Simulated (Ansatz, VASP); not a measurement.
Two plane-wave programs on AlN

```
CELL_PARAMETERS angstrom
0.00000 2.18399 2.18399
2.18399 0.00000 2.18399
2.18399 2.18399 0.00000
ATOMIC_POSITIONS crystal
Al 0.00000 0.00000 0.00000
N 0.78434 0.71566 0.71566
```

Alike in both runs: task single point; functional r2SCAN; k mesh 10 × 10 × 10; occupations gaussian, width 0.05 eV; no spin polarisation.

|  | VASP | Ansatz |
| --- | --- | --- |
| version | VASP 6.6.1 | Ansatz 0.2.0 |
| potentials or method | VASP PAW PBE potentials, release 64 (Al, N), cutoff 520 eV | scalar-relativistic, plane waves, PAW |
| valence electrons in the cell | 8 | 8 |

|  | VASP | Ansatz | Ansatz less VASP |
| --- | --- | --- | --- |
| gap on the k mesh at the Fermi level (eV) | 3.54 | 3.55 | +0.007 |
| least direct gap on the mesh (eV) | 4.46 | 4.42 | -0.038 |
| pressure (GPa) | 2.8 | 3.1 | +0.31 |
| traceless stress, the component that is largest in VASP (GPa) | -10.55 | -10.33 | +0.216 |
| rms of the force components (eV/Å) | 1.284 | 1.269 | -0.0152 |

VASP's potentials were made for PBE, not for r2SCAN. Atom by atom the forces differ by 0.015 eV/Å (rms over components). The functional is the same, so the differences come from potentials, cutoffs and numerics.
